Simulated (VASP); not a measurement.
Crystal: Sb2P3H.

```
Sb H P
1.0
    -3.08029    3.08029    3.56875
     3.08029   -3.08029    3.56875
     3.08029    3.08029   -3.56875
Sb H P
2 1 3
Cartesian
  0.0000 3.0803 0.0000
  3.0803 0.0000 0.0000
  0.0000 0.0000 3.5687
  0.0000 3.0803 1.7844
  3.0803 0.0000 1.7844
  0.0000 0.0000 0.0000
```

| Quantity | Value |
| --- | --- |
| Program | VASP 6.6.1 |
| Task | relaxation of cell and atoms |
| Functional | PBE |
| Potentials or basis | VASP PAW PBE potentials, release 64 (Sb, H, P) |
| Cutoff | 600 eV |
| k mesh | 4 × 4 × 4 |
| Occupations | gaussian, width 0.1 eV |
| Spin | no spin polarisation |

At the start: pressure 72.4 GPa; volume 22.57 Å³/atom.

Q: How do energy, volume and symmetry change on relaxing?

A: Over 19 steps the energy falls by 4289.6 meV/atom and the volume is 22.75 Å³/atom (+0.8 %); space group I4/mmm (No. 139, to 0.05 Å).

The path:
```tsv
step	energy change (eV)	largest force (eV/Å)	pressure (GPa)	volume (Å³)
1	0.0000	0.0000	72.43	135.44
2	-17.2236	0.0000	-6.33	323.20
3	-17.4480	0.0000	-6.50	315.34
4	-17.6872	0.0000	-6.70	307.53
5	-22.0259	0.0000	-8.84	224.02
6	-23.8802	0.0000	-2.19	180.37
7	-23.8605	0.0000	-6.22	194.27
8	-23.9922	0.0000	-5.14	188.27
9	-24.0022	0.0000	-4.36	185.67
10	-24.0029	0.0000	-4.68	186.66
11	-24.7833	0.0000	-3.93	167.63
12	-25.1147	0.0000	11.79	116.48
13	-25.5183	0.0000	-0.69	144.04
14	-25.6099	0.0000	4.17	128.62
15	-25.6439	0.0000	1.97	134.37
16	-25.7334	0.0000	0.13	135.63
17	-25.7365	0.0000	0.40	135.39
18	-25.7365	0.0000	0.37	135.42
19	-25.7378	0.0000	-0.03	136.52
```

Final structure:
```
Sb H P
1.0
    -2.55201    2.55201    5.24065
     2.55201   -2.55201    5.24065
     2.55201    2.55201   -5.24065
Sb H P
2 1 3
Direct
  0.50000 0.00000 0.50000
  0.00000 0.50000 0.50000
  0.50000 0.50000 0.00000
  0.75000 0.25000 0.50000
  0.25000 0.75000 0.50000
  0.00000 0.00000 0.00000
```

Caveat: the k points lie up to 0.44 Å⁻¹ apart in the final cell.
